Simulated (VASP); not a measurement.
Write the native input for VASP 6.6.1 that does the following.

```
Task                   : single point
Functional             : PBE
Potentials or basis    : VASP PAW PBE potentials, release 64 (Li_sv, Sm_3), 4f in core
Cutoff                 : 750 eV
k mesh                 : 12 × 12 × 6
Occupations            : fermi-dirac, width 0.15 eV
Spin                   : no spin polarisation
Dipole correction      : no
Further INCAR settings : ALGO = Normal; EDIFF = 1e-06; NBANDS = 22
```

The structure of LiSm lies in POSCAR:

```
LiSm
1.0
    3.6591974263      0.0000000000      0.0000000000
    0.0000000000      3.6591974263      0.0000000000
    0.0000000000      0.0000000000      8.0695822485
Li Sm
2 2
Direct
    0.0000000000      0.5000000000      0.5830318199
    0.5000000000      0.0000000000      0.4169681801
    0.0000000000      0.5000000000      0.1488740591
    0.5000000000      0.0000000000      0.8511259409
```

These files were run (other wordings do the same):

INCAR

```
SYSTEM = LiSm
PREC = Accurate
ENCUT = 750
EDIFF = 1E-6
ISMEAR = -1
SIGMA = 0.15
LREAL = .False.
LASPH = .True.
NELM = 200
ALGO = Normal
ISIF = 2
LWAVE = .False.
LCHARG = .False.
GGA = PE
NBANDS = 22
GGA_COMPAT = .False.
LMAXMIX = 6
```

KPOINTS

```
regular mesh
0
Gamma
  12 12 6
  0 0 0
```

Potentials or basis: VASP PAW PBE potentials, release 64 (Li_sv, Sm_3), 4f in core.

Launch:

```bash
$ cat potpaw_PBE.64/Li_sv/POTCAR potpaw_PBE.64/Sm_3/POTCAR > POTCAR
$ mpirun -np 1 vasp_std > vasp.out
```

It gave:

```yaml
Pressure: 0.1 GPa
Largest_force: 0.019 eV/Å
Band_gap_on_the_k_mesh: zero (bands 14 and 15 overlap by 0.46 eV)
```

Caveat: spin-orbit coupling is left out, which moves the levels of the heavy elements; the 4f electrons are frozen in the core, so they carry no moment and show no levels.

Wall time 4.8 min on 1 thread of Intel(R) Xeon(R) Platinum 8259CL CPU @ 2.50GHz (Skylake/Cascade Lake), on a shared host, peak memory 0.56 GiB.
